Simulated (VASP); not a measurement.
BaSi2C2, 5 atoms in the cell. The structure is orthorhombic, space group Cmmm (No. 65). Conventional cell: a = 6.164 Å, b = 7.940 Å, c = 4.013 Å, α = 90.00°, β = 90.00°, γ = 90.00°. Ba (site symmetry mmm) has 8 C at 3.22 Å and 12 Si at 3.45 to 3.86 Å and 2 Ba at 4.01 Å within 4.2 Å. Si (site symmetry m2m) has 2 C at 1.75 Å within 2.3 Å. Within 2.3 Å of C (site symmetry 2/m) lie 2 Si at 1.75 Å. 

| Item | Value |
| --- | --- |
| Program | VASP 6.6.1 |
| Task | single point |
| Functional | PBE |
| Potentials or basis | VASP PAW PBE potentials, release 64 (Ba_sv, Si, C) |
| Cutoff | 520 eV |
| k mesh | 4 × 4 × 6 |
| Occupations | gaussian, width 0.1 eV |
| Spin | no spin polarisation |
| Dipole correction | no |
| Further INCAR settings | ALGO = Normal; EDIFF = 1e-07; NBANDS = 21 |

Potentials or basis: VASP PAW PBE potentials, release 64 (Ba_sv, Si, C).

The run is started by

```console
$ cat potpaw_PBE.64/Ba_sv/POTCAR potpaw_PBE.64/Si/POTCAR potpaw_PBE.64/C/POTCAR > POTCAR
$ mpirun -np 1 vasp_std > vasp.out
```

Hardware: 1 thread of Intel(R) Xeon(R) Platinum 8259CL CPU @ 2.50GHz (Skylake/Cascade Lake), with other jobs on the host.

Estimate the wall time of this run.

Run time: 48 s on 1 thread of Intel(R) Xeon(R) Platinum 8259CL CPU @ 2.50GHz (Skylake/Cascade Lake) (shared host), peak memory 0.24 GiB. Counts: scf iterations 15, k points 28.
